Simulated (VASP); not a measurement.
# HgTe (Coloradoite) (F-43m) in VASP: single point with PBE

Aim: the single point of HgTe (Coloradoite) with PBE.

All numbers are computed with VASP 6.6.1; they aren't measurements. Logs are shortened: lines on timing, memory, paths and dates and some standing lists are left out, and cuts for length are marked.

**1. The cell of the first run**

Symmetry: F-43m, No. 216, cubic system. Conventional cell: a = 6.429 Å, b = 6.429 Å, c = 6.429 Å, α = 90.00°, β = 90.00°, γ = 90.00°. Hg (site symmetry -43m) has 4 Te at 2.78 Å within 3.7 Å. Te (site symmetry -43m) has 4 Hg at 2.78 Å within 3.7 Å.

**2. Single point, PBE**

File INCAR:

```
SYSTEM = HgTe
ALGO     = Normal         ! electronic algorithm
EDIFF    = 1E-6           ! SCF threshold, eV
ENCUT    = 520            ! plane-wave cutoff, eV
GGA      = PE             ! functional
ISIF     = 2              ! what is computed and relaxed
ISMEAR   = -1             ! smearing method
LASPH    = .True.         ! aspherical terms in the spheres
LCHARG   = .True.         ! write CHGCAR
LELF     = .True.         ! ELF
LREAL    = .False.        ! projectors in reciprocal space
LVHAR    = .True.       
LWAVE    = .False.        ! write WAVECAR
NBANDS   = 16             ! bands
NELM     = 100            ! most SCF steps
PREC     = Accurate       ! precision mode
SIGMA    = 0.1            ! smearing width, eV
```

File KPOINTS:

```
k-points
0
Gamma
  6 6 6
  0 0 0
```

File POSCAR:

```
HgTe
1.0
    0.0000000000      3.2145000000      3.2145000000
    3.2145000000      0.0000000000      3.2145000000
    3.2145000000      3.2145000000      0.0000000000
Hg Te
1 1
Direct
    0.0000000000      0.0000000000      0.0000000000
    0.2500000000      0.2500000000      0.2500000000
```

Potentials or basis: VASP PAW PBE potentials, release 64 (Hg, Te).

Started as:

```console
$ cat potpaw_PBE.64/Hg/POTCAR potpaw_PBE.64/Te/POTCAR > POTCAR
$ mpirun -np 1 vasp_std > vasp.out
```

OUTCAR:

```text
SYSTEM = HgTe
   EDIFF = 1E-6
   ENCUT = 520
   GGA = PE
   ISIF = 2
   ISMEAR = -1
   LASPH = .True.
   LREAL = .False.
   NELM = 100
   PREC = Accurate

 ion  position               nearest neighbor table
   1  0.000  0.000  0.000-   2 2.78   2 2.78   2 2.78   2 2.78
   2  0.250  0.250  0.250-   1 2.78   1 2.78   1 2.78   1 2.78

  LATTYP: Found a face centered cubic cell.
 ALAT       =     6.4290000000

  Lattice vectors:

 A1 = (   0.0000000000,   3.2145000000,   3.2145000000)
 A2 = (   3.2145000000,   0.0000000000,   3.2145000000)
 A3 = (   3.2145000000,   3.2145000000,   0.0000000000)

Analysis of symmetry for initial positions (statically):
=====================================================================
 Subroutine PRICEL returns:
 Original cell was already a primitive cell.

 Routine SETGRP: Setting up the symmetry group for a
 face centered cubic supercell.

 Subroutine GETGRP returns: Found 24 space group operations
 (whereof 24 operations were pure point group operations)
 out of a pool of 48 trial point group operations.

The static configuration has the point symmetry T_d .

Analysis of symmetry for dynamics (positions and initial velocities):
=====================================================================
 Subroutine PRICEL returns:
 Original cell was already a primitive cell.

 Routine SETGRP: Setting up the symmetry group for a
 face centered cubic supercell.

 Subroutine GETGRP returns: Found 24 space group operations
 (whereof 24 operations were pure point group operations)
 out of a pool of 48 trial point group operations.

The dynamic configuration has the point symmetry T_d .

 Subroutine INISYM returns: Found 24 space group operations
 (whereof 24 operations are pure point group operations),
 and found     1 'primitive' translations

----------------------------------------------------------------------------------------

                                     Primitive cell

  volume of cell :      66.4309

  direct lattice vectors                    reciprocal lattice vectors
     0.000000000  3.214500000  3.214500000    -0.155545186  0.155545186  0.155545186
     3.214500000  0.000000000  3.214500000     0.155545186 -0.155545186  0.155545186
     3.214500000  3.214500000  0.000000000     0.155545186  0.155545186 -0.155545186

  length of vectors
     4.545989496  4.545989496  4.545989496     0.269412165  0.269412165  0.269412165

  position of ions in fractional coordinates (direct lattice)
     0.000000000  0.000000000  0.000000000
     0.250000000  0.250000000  0.250000000

  ion indices of the primitive-cell ions
   primitive index   ion index
                 1           1
                 2           2

----------------------------------------------------------------------------------------

 KPOINTS: k-points

Automatic generation of k-mesh.
 Grid dimensions read from file:
 generate k-points for:    6    6    6

 Generating k-lattice:

  Cartesian coordinates                     Fractional coordinates (reciprocal lattice)
    -0.025924198  0.025924198  0.025924198     0.166666667  0.000000000  0.000000000
     0.025924198 -0.025924198  0.025924198     0.000000000  0.166666667  0.000000000
     0.025924198  0.025924198 -0.025924198     0.000000000  0.000000000  0.166666667

  Length of vectors
     0.044902027  0.044902027  0.044902027

  Shift w.r.t. Gamma in fractional coordinates (k-lattice)
     0.000000000  0.000000000  0.000000000

 Subroutine IBZKPT returns following result:
 ===========================================

 Found     16 irreducible k-points:

 Following reciprocal coordinates:
            Coordinates               Weight
  0.000000  0.000000  0.000000      1.000000
  0.166667  0.000000  0.000000      8.000000
  0.333333  0.000000  0.000000      8.000000
  0.500000  0.000000  0.000000      4.000000
  0.166667  0.166667  0.000000      6.000000
  0.333333  0.166667  0.000000     24.000000
[... 8 lines left out ...]
 -0.333333  0.333333  0.166667     24.000000
 -0.333333  0.500000  0.166667     12.000000
   k-points           NKPTS =     16   k-points in BZ     NKDIM =     16   number of bands    NBANDS=     16
   number of dos      NEDOS =    301   number of ions     NIONS =      2
   total plane-waves  NPLWV =  46656
   dimension x,y,z NGX =    36 NGY =   36 NGZ =   36
   dimension x,y,z NGXF=    72 NGYF=   72 NGZF=   72
   ions per type =               1   1
   NGX,Y,Z   is equivalent  to a cutoff of  13.17, 13.17, 13.17 a.u.
   NGXF,Y,Z  is equivalent  to a cutoff of  26.33, 26.33, 26.33 a.u.
 SYSTEM =  HgTe
   PREC   = accura    normal or accurate (medium, high low for compatibility)
   ISTART =      0    job   : 0-new  1-cont  2-samecut
   ICHARG =      2    charge: 1-file 2-atom 10-const
   ISPIN  =      1    spin polarized calculation?
   LNONCOLLINEAR =      F non collinear calculations
   LSORBIT =      F    spin-orbit coupling
   LASPH  =      T    aspherical Exc in radial PAW
   ENCUT  =  520.0 eV  38.22 Ry    6.18 a.u.   8.45  8.45  8.45*2*pi/ulx,y,z
   NELM   =    100;   NELMIN=  2; NELMDL= -5     # of ELM steps
   EDIFF  = 0.1E-05   stopping-criterion for ELM
   LREAL  =      F    real-space projection
   EDIFFG = 0.1E-04   stopping-criterion for IOM
   NSW    =      0    number of steps for IOM
   IBRION =     -1    ionic relax: 0-MD 1-quasi-New 2-CG
   NFREE  =      0    steps in history (QN), initial steepest desc. (CG)
   ISIF   =      2    stress and relaxation
   ISYM   =      2    0-nonsym 1-usesym 2-fastsym
   POTIM  = 0.5000    time-step for ionic-motion
   TEBEG  =    0.0;   TEEND  =   0.0 temperature during run
   PSTRESS=    0.0 pullay stress
   NELECT =      18.0000    total number of electrons
   NUPDOWN=      -1.0000    fix difference up-down
   EMIN   =  10.00;   EMAX   =-10.00  energy-range for DOS
   EFERMI =   0.00;   METHOD = LEGACY
   ISMEAR =    -1;   SIGMA  =   0.10  broadening in eV -4-tet -1-fermi 0-gaus
   EFERMI_NEDOS =   21; number of points for ismear=-14 and -15
   IALGO  =     38    algorithm
   IMIX   =      4    mixing-type and parameters
     AMIX     =   0.40;   BMIX     =  1.00
     AMIX_MAG =   1.60;   BMIX_MAG =  1.00
  volume/ion in A,a.u.               =      33.22       224.15
  Fermi-wavevector in a.u.,A,eV,Ry     =   1.059357  2.001894 15.268958  1.122237
  Thomas-Fermi vector in A             =   2.194699
   LORBIT       =      0    0 simple, 1 ext, 2 COOP (PROOUT), +10 PAW based schemes
   GGA     = PE    functional components
   LHFCALC =     F    Hartree Fock is set to
   AEXX    =    0.0000 exact exchange contribution
   IVDW    =     0    specifies the selected vdW correction
   LEPSILON=     F    determine dielectric tensor
   LRPA    =     F    only Hartree local field effects (RPA)
 non-spin polarized calculation
  energy-cutoff  :      520.00
  volume of cell :       66.43
 maximum number of plane-waves:      1820
 NGX is ok and might be reduce to    36
   NGX = 17   NGY = 17   NGZ = 17

 number of electron      18.0000000 magnetization

 Free energy of the ion-electron system (eV)
  ---------------------------------------------------
  ext. energy  EPLUGINS =         0.00000000
  ---------------------------------------------------
  free energy    TOTEN  =        -3.54562797 eV

  energy without entropy =       -3.54244298  energy(sigma->0) =       -3.54403547

 E-fermi :   3.3905     XC(G=0):  -8.8157

 val. band max:        3.2776444540   @ k =   0.0000   0.0000   0.0000
 cond. band min:       3.9819381864   @ k =   0.5000   0.0000   0.0000
 fundamental gap:      0.7042937323
 Fermi energy:         3.3904732779

 k-point     1 :       0.0000    0.0000    0.0000
  band No.  band energies     occupation
      1      -8.8281      2.00000
      2      -4.1784      2.00000
      3      -4.1784      2.00000
      4      -4.1784      2.00000
      5      -3.6292      2.00000
      6      -3.6292      2.00000
[... 8 lines left out ...]
     15      12.8507      0.00000
     16      12.8507      0.00000

 k-point     2 :       0.1667    0.0000    0.0000
  band No.  band energies     occupation
      1      -8.6907      2.00000
      2      -4.1410      2.00000
      3      -4.1410      2.00000
      4      -4.1223      2.00000
      5      -3.6322      2.00000
      6      -3.6322      2.00000
[... 8 lines left out ...]
     15      11.8398      0.00000
     16      11.8398      0.00000

 k-point     3 :       0.3333    0.0000    0.0000
  band No.  band energies     occupation
      1      -8.3950      2.00000
      2      -4.0761      2.00000
      3      -4.0761      2.00000
      4      -3.8265      2.00000
      5      -3.6227      2.00000
      6      -3.6227      2.00000
[... 8 lines left out ...]
     15      12.1601      0.00000
     16      12.1601      0.00000

 k-point     4 :       0.5000    0.0000    0.0000
  band No.  band energies     occupation
      1      -8.2360      2.00000
      2      -4.0510      2.00000
      3      -4.0510      2.00000
      4      -3.6073      2.00000
      5      -3.6073      2.00000
      6      -3.3122      2.00000
[... 8 lines left out ...]
     15      13.3432      0.00000
     16      13.3432      0.00000
[... 172 lines left out ...]
 k-point    14 :       0.5000    0.3333    0.1667
  band No.  band energies     occupation
      1      -8.1903      2.00000
      2      -4.0044      2.00000
      3      -3.9736      2.00000
      4      -3.7925      2.00000
      5      -3.6048      2.00000
      6      -3.4818      2.00000
[... 8 lines left out ...]
     15      13.5642      0.00000
     16      14.3904      0.00000

 k-point    15 :      -0.3333    0.3333    0.1667
  band No.  band energies     occupation
      1      -8.0825      2.00000
      2      -3.9789      2.00000
      3      -3.9399      2.00000
      4      -3.6814      2.00000
      5      -3.6412      2.00000
      6      -3.1499      2.00000
[... 8 lines left out ...]
     15      13.6619      0.00000
     16      14.3288      0.00000

 k-point    16 :      -0.3333    0.5000    0.1667
  band No.  band energies     occupation
      1      -8.0289      2.00000
      2      -3.9606      2.00000
      3      -3.8819      2.00000
      4      -3.7554      2.00000
      5      -3.6121      2.00000
      6      -3.0231      2.00000
[... 8 lines left out ...]
     15      14.1907      0.00000
     16      14.4845      0.00000

------------------------ aborting loop because EDIFF is reached ----------------------------------------

  FORCE on cell =-STRESS in cart. coord.  units (eV):
  Direction    XX          YY          ZZ          XY          YZ          ZX
  --------------------------------------------------------------------------------------
  -------------------------------------------------------------------------------------
  Total        1.9412861      1.9412861      1.9412861      0.0000000      0.0000000      0.0000000
  in kB       46.8198303     46.8198303     46.8198303      0.0000000      0.0000000      0.0000000
  external PRESSURE =      46.8198303 kB  Pullay stress =       0.0000000 kB

 VOLUME and BASIS-vectors are now :
 -----------------------------------------------------------------------------
  energy-cutoff  :      520.00
  volume of cell :       66.43
      direct lattice vectors                 reciprocal lattice vectors
     0.000000000  3.214500000  3.214500000    -0.155545186  0.155545186  0.155545186
     3.214500000  0.000000000  3.214500000     0.155545186 -0.155545186  0.155545186
     3.214500000  3.214500000  0.000000000     0.155545186  0.155545186 -0.155545186

 POSITION                                       TOTAL-FORCE (eV/Angst)
 -----------------------------------------------------------------------------------
      0.00000      0.00000      0.00000         0.000000     -0.000000      0.000000
      1.60725      1.60725      1.60725        -0.000000      0.000000     -0.000000
 -----------------------------------------------------------------------------------
    total drift:                               -0.000000     -0.000000     -0.000000

  FREE ENERGIE OF THE ION-ELECTRON SYSTEM (eV)
  ---------------------------------------------------
  free  energy   TOTEN  =        -3.5456279722 eV

  energy  without entropy=       -3.5424429751  energy(sigma->0) =       -3.54403547
```

Run time: 22 s. Hardware: 1 thread of Intel Xeon Platinum 8488C (Sapphire Rapids), shared host; peak memory 0.2 GiB.

What came out:

* Free energy: -3.5456 eV
* Pressure: 4.7 GPa
* Band gap on the k mesh: zero (filled and empty bands touch)

Levels at points of the mesh, in eV from the Fermi level:
```
           k point  band 7  band 8  band 9  band 10  band 11  band 12
(0.00, 0.00, 0.00)   -0.80   -0.11   -0.11    -0.11     4.08     4.08
(0.50, 0.00, 0.00)   -5.72   -1.13   -1.13     0.59     4.90     4.90
(0.50, 0.50, 0.00)   -5.64   -2.46   -2.46     1.78     2.33     8.17
```

Caveat: spin-orbit coupling is left out, which moves the levels of the heavy elements.
